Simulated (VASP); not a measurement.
Write the native input for VASP 6.6.1 that does the following.

```
Task                   : single point
Functional             : PBE
Potentials or basis    : VASP PAW PBE potentials, release 64 (Si, C)
Cutoff                 : 520 eV
k mesh                 : 10 × 10 × 10
Occupations            : gaussian, width 0.02 eV
Spin                   : no spin polarisation
Dipole correction      : no
Further INCAR settings : ALGO = Normal; EDIFF = 1e-07; NBANDS = 11
```

The structure of SiC lies in POSCAR:

```
SiC
1.0
    0.0000000000      2.1898618285      2.1898618285
    2.1898618285      0.0000000000      2.1898618285
    2.1898618285      2.1898618285      0.0000000000
Si C
1 1
Direct
    0.5000000000      0.5000000000      0.5000000000
    0.2500000000      0.2500000000      0.2500000000
```

One way to write it, as run:

INCAR

```
ALGO     = Normal         # electronic algorithm
EDIFF    = 1E-7           # SCF threshold, eV
ENCUT    = 520            # plane-wave cutoff, eV
GGA      = PE             # functional
ISIF     = 2              # what is computed and relaxed
ISMEAR   = 0              # smearing method
LASPH    = T              # aspherical terms in the spheres
LCHARG   = F              # write CHGCAR
LREAL    = F              # projectors in reciprocal space
LWAVE    = F              # write WAVECAR
NBANDS   = 11             # bands
NELM     = 100            # most SCF steps
PREC     = Accurate       # precision mode
SIGMA    = 0.02           # smearing width, eV
```

KPOINTS

```
k-points
0
Gamma
  10 10 10
```

Potentials or basis: VASP PAW PBE potentials, release 64 (Si, C).

Run with:

```console
$ cat potpaw_PBE.64/Si/POTCAR potpaw_PBE.64/C/POTCAR > POTCAR
$ mpirun -np 1 vasp_std > vasp.out
```

It gave:

- Pressure: 0.0 GPa
- Band gap on the k mesh: 1.37 eV, indirect (least direct gap 4.53 eV)

It used 9.7 s of CPU time on 1 thread of Intel(R) Xeon(R) Platinum 8259CL CPU @ 2.50GHz (Skylake/Cascade Lake) (shared host).
